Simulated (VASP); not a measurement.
Here is a VASP 6.6.1 calculation.

The input INCAR:

```
SYSTEM = Pd
PREC = Accurate
ENCUT = 520
EDIFF = 1E-7
ISMEAR = 0
SIGMA = 0.15
LREAL = .False.
LASPH = .True.
NELM = 60
ALGO = Fast
ISIF = 2
LWAVE = .False.
LCHARG = .False.
GGA = CA
NBANDS = 11
```

The input KPOINTS:

```
Automatic mesh
0
Gamma
  20 20 20
  0 0 0
```

The input POSCAR:

```
Pd
1.0
    0.0000000000      1.9449000000      1.8865530000
    1.9449000000      0.0000000000      1.8865530000
    1.9449000000      1.9449000000      0.0000000000
Pd
1
Direct
    0.0000000000      0.0000000000      0.0000000000
```

Potentials or basis: VASP PAW LDA potentials, release 64 (Pd).

Command:

```bash
$ cat potpaw_LDA.64/Pd/POTCAR > POTCAR
$ mpirun -np 1 vasp_std > vasp.out
```

Question: What does it give for the band gap on the k mesh?

Answer: Zero (band 5 reaches 10.57 eV, above the bottom of band 6 at 8.80 eV).

Question: What does it give for the pressure?

Answer: -1.6 GPa.

Stress tensor (GPa, compression positive):
```
-2.15  0.00  0.00
 0.00 -2.15  0.00
 0.00  0.00 -0.39
```

Caveat: the cell differs from its parent crystal (strain -0.0300 x Voigt [0, 0, 1, 0, 0, 0]).
